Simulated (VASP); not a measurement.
**SiC: single point with PBE**

SiC:

```
CELL_PARAMETERS angstrom
0.00000 2.08037 2.29936
2.08037 0.00000 2.29936
2.08037 2.08037 0.00000
ATOMIC_POSITIONS crystal
Si 0.00000 0.00000 0.00000
C 0.75000 0.75000 0.75000
```

This cell differs from its parent crystal: strain -0.050 along x and y, +0.050 along z.

```yaml
Program: VASP 6.6.1
Task: single point
Functional: PBE
Potentials_or_basis: VASP PAW PBE potentials, release 64 (Si, C)
Cutoff: 520 eV
k_mesh: 10 × 10 × 10
Occupations: gaussian, width 0.05 eV
Spin: no spin polarisation
```

| Property | Result |
| --- | --- |
| Pressure | 11.9 GPa |
| Band gap on the k mesh | 0.75 eV, indirect (least direct gap 4.49 eV) |

Stress tensor (GPa, compression positive):
```
22.53  0.00  0.00
 0.00 22.53  0.00
 0.00  0.00 -9.39
```

Levels at points of the mesh, in eV from the valence-band top:
| k point | band 1 | band 2 | band 3 | band 4 | band 5 | band 6 | band 7 | band 8 |
| --- | --- | --- | --- | --- | --- | --- | --- | --- |
| (0.00, 0.00, 0.00) | -16.04 | -0.84 | -0.03 | -0.03 | 6.26 | 7.23 | 7.23 | 7.41 |
| (0.50, 0.00, 0.00) | -12.30 | -9.06 | -2.05 | -0.70 | 4.47 | 7.34 | 7.88 | 10.09 |
| (0.50, 0.50, 0.00) | -11.35 | -9.09 | -2.80 | -2.80 | 1.68 | 5.31 | 13.81 | 14.42 |
| (0.50, 0.00, 0.50) | -10.54 | -7.80 | -4.00 | -3.81 | 0.75 | 3.57 | 12.26 | 15.04 |

It took 11 s on 1 thread of Intel(R) Xeon(R) Platinum 8488C (Sapphire Rapids), on a shared host, peak memory 0.14 GiB.

Caveat: the cell differs from its parent crystal (strain -0.050 along x and y, +0.050 along z). A k mesh can miss the band edges.
